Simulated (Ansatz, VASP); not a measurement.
# MgZn2TeSe2: VASP beside Ansatz

```
Mg Zn Te Se
1.0
     3.91110    0.00000    0.00000
    -1.95555    3.38711    0.00000
     0.00000    0.00000    9.72570
Mg Zn Te Se
1 2 1 2
Direct
  0.00000 0.00000 0.50000
  0.66667 0.33333 0.18188
  0.33333 0.66667 0.81812
  0.00000 0.00000 0.00000
  0.66667 0.33333 0.66541
  0.33333 0.66667 0.33459
```

Change from the starting cell: species swapped into the SrEuP2Pt2 type (P-3m1, No. 164).

Alike in both runs: functional PBE; k mesh 12 × 12 × 4; occupations gaussian, width 0.1 eV; no spin polarisation.

Ansatz relaxed the structure, and its values are those at the end. VASP's run is a single point on that final structure, the one shown.

|  | VASP | Ansatz |
| --- | --- | --- |
| version | VASP 6.6.1 | Ansatz 0.2.0 |
| potentials or method | VASP PAW PBE potentials, release 64 (Mg, Zn, Te, Se), cutoff 520 eV | scalar-relativistic, plane waves, PAW |
| valence electrons in the cell | 44 | 82 |

```tsv
	VASP	Ansatz	Ansatz less VASP
gap on the k mesh at the Fermi level (eV)	none	none	-
pressure (GPa)	0.0	0.0	-0.04
rms of the force components (eV/Å)	0.006	0.000	-0.0061
```

A gap of «none» marks a metal or a gap that the smearing closes. VASP's potentials hold 44 valence electrons a cell and Ansatz's 82, so a difference there can come from the potentials and not from the codes.

Spin-orbit coupling is off throughout.
